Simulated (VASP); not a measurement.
Here is a VASP 6.6.1 calculation.

POSCAR

```
GaSb
1.0
    3.0049591541      3.0049591541      0.0000000000
   -3.0049591541      3.0049591541      0.0000000000
    0.0000000000      3.0049591541      3.1166114997
Ga Sb
1 1
Direct
    0.0000000000      0.0000000000      0.0000000000
    0.7500000000      0.2500000000      0.5000000000
```

INCAR.step1

```
SYSTEM = GaSb
  ALGO = Normal
  EDIFF = 1E-4
  ENCUT = 520
  GGA = PE
  ISMEAR = 0
  LASPH = .True.
  LCHARG = .False.
  LREAL = .False.
  LWAVE = .True.
  NBANDS = 16
  NELM = 100
  PREC = Accurate
  SIGMA = 0.01
```

INCAR.step2

```
SYSTEM = GaSb
  ALGO = Normal
  EDIFF = 1E-6
  ENCUT = 520
  ISIF = 2
  ISMEAR = 0
  ISTART = 1
  LASPH = .True.
  LCHARG = .True.
  LELF = .True.
  LMIXTAU = .True.
  LREAL = .False.
  LVHAR = .True.
  LWAVE = .False.
  METAGGA = R2SCAN
  NBANDS = 16
  NELM = 100
  PREC = Accurate
  SIGMA = 0.01
```

Contents of KPOINTS:

```
k-points
0
Gamma
  6 6 6
  0 0 0
```

Potentials or basis: VASP PAW PBE potentials, release 64 (Ga_d, Sb).

Command:

```bash
$ cat potpaw_PBE.64/Ga_d/POTCAR potpaw_PBE.64/Sb/POTCAR > POTCAR
$ cp INCAR.step1 INCAR
$ mpirun -np 1 vasp_std > vasp.out
$ cp INCAR.step2 INCAR
$ mpirun -np 1 vasp_std > vasp.out
```

Question: What does it give for the pressure?

Answer: 1.4 GPa.

Question: What does it give for the band gap on the k mesh?

Answer: 0.49 eV, direct.

Stress tensor (GPa, compression positive):
```
2.08 0.00 0.00
0.00 2.08 0.00
0.00 0.00 0.12
```

Caveat: the cell differs from its parent crystal (film at in-plane strain -0.02); the PAW data sets were made with another functional, which shifts forces and pressure a little; spin-orbit coupling is left out, which moves the levels of the heavy elements. A k mesh can miss the band edges.
